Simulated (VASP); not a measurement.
Here is a VASP 6.6.1 calculation.

The input INCAR:

```
SYSTEM = Ga3As
PREC     = Accurate       ! precision mode
ENCUT    = 600            ! plane-wave cutoff, eV
EDIFF    = 1E-7           ! SCF threshold, eV
ISMEAR   = 0              ! smearing method
SIGMA    = 0.1            ! smearing width, eV
LREAL    = .FALSE.        ! projectors in reciprocal space
LASPH    = .TRUE.         ! aspherical terms in the spheres
NELM     = 80             ! most SCF steps
ALGO     = Fast           ! electronic algorithm
ISIF     = 3              ! what is computed and relaxed
LWAVE    = .FALSE.        ! write WAVECAR
LCHARG   = .FALSE.        ! write CHGCAR
GGA      = PE             ! functional
IBRION   = 2              ! ionic algorithm
NSW      = 90             ! ionic steps
EDIFFG   = -0.04          ! ionic threshold
```

KPOINTS

```
Automatic mesh
0
G
  6 6 4
  0 0 0
```

POSCAR

```
Ga3As
1.0
    3.8533919500      0.0000000000      0.0000000000
   -1.9266959800      3.3371353200      0.0000000000
    0.0000000000      0.0000000000      6.9398003900
Ga As
3 1
Direct
    0.3333333300      0.6666666700      0.0000000000
    0.6666666700      0.3333333300      0.0000000000
    0.0000000000      0.0000000000      0.0000000000
    0.0000000000      0.0000000000      0.5000000000
```

Potentials or basis: VASP PAW PBE potentials, release 64 (Ga_d, As).

Run with:

```console
$ cat potpaw_PBE.64/Ga_d/POTCAR potpaw_PBE.64/As/POTCAR > POTCAR
$ mpirun -np 1 vasp_std > vasp.out
```

Question: What does it give for the band gap on the k mesh?

Answer: Zero (bands 22 and 23 overlap by 1.07 eV).

Question: Predict the space group after relaxing (to 0.1 Å).

Answer: P6/mmm (No. 191).

Question: Estimate the relaxed volume.

Answer: 25.87 Å³/atom.

Question: What does it give for the relaxed cell?

Answer: a = 4.894 Å, b = 4.894 Å, c = 4.988 Å, α = 90.00°, β = 90.00°, γ = 120.00°.

Final structure:
```xyz
4
Lattice="4.8938 0.0000 0.0000 -2.4469 4.2382 0.0000 0.0000 0.0000 4.9883" Properties=species:S:1:pos:R:3 pbc="T T T"
Ga    0.0000    2.8255    4.9883
Ga    2.4469    1.4127    0.0000
Ga    0.0000    0.0000    0.0000
As    0.0000    0.0000    2.4941
```

Caveat: the volume moved by over 15 % at a fixed basis, so the end points are rough; the highest band is partly filled, so the run has too few bands.
